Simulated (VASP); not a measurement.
Re: single point with LDA

Re:

```
CELL_PARAMETERS angstrom
2.76080 0.00000 0.00000
-1.38040 2.39092 0.00000
0.00000 0.00000 4.45820
ATOMIC_POSITIONS crystal
Re 0.38965 0.72383 0.25000
Re 0.77702 0.27617 0.75000
```

```json
{"Program": "VASP 6.6.1", "Task": "single point", "Functional": "LDA", "Potentials or basis": "VASP PAW LDA potentials, release 64 (Re)", "Cutoff": "520 eV", "k mesh": "9 × 9 × 5", "Occupations": "fermi-dirac, width 0.05 eV", "Spin": "no spin polarisation"}
```

| Item | Value |
| --- | --- |
| Pressure | -4.8 GPa |
| Largest force | 1.336 eV/Å |
| Band gap on the k mesh | zero (bands 7 and 8 overlap by 2.96 eV) |

Forces on the atoms (eV/Å):
```
Re   1.013 -0.871  0.000
Re  -1.013  0.871  0.000
```

Stress tensor (GPa, compression positive):
```
-8.91  9.24  0.00
 9.24 -0.08  0.00
 0.00  0.00 -5.48
```

Levels at points of the mesh, in eV from the Fermi level:
| k point | band 4 | band 5 | band 6 | band 7 | band 8 | band 9 | band 10 | band 11 |
| --- | --- | --- | --- | --- | --- | --- | --- | --- |
| (0.00, 0.00, 0.00) | -2.11 | -1.30 | -1.12 | -0.71 | -0.42 | 0.50 | 1.27 | 1.66 |

Wall time 50 s on 1 thread of Intel Xeon 8259CL (shared host), peak memory 0.17 GiB.

Caveat: the stress differs along the axes, from -9 to -0 GPa; spin-orbit coupling is left out, which moves the levels of the heavy elements; forces of over 1 eV/Å act on the atoms, so gaps and moduli don't describe the material at rest.
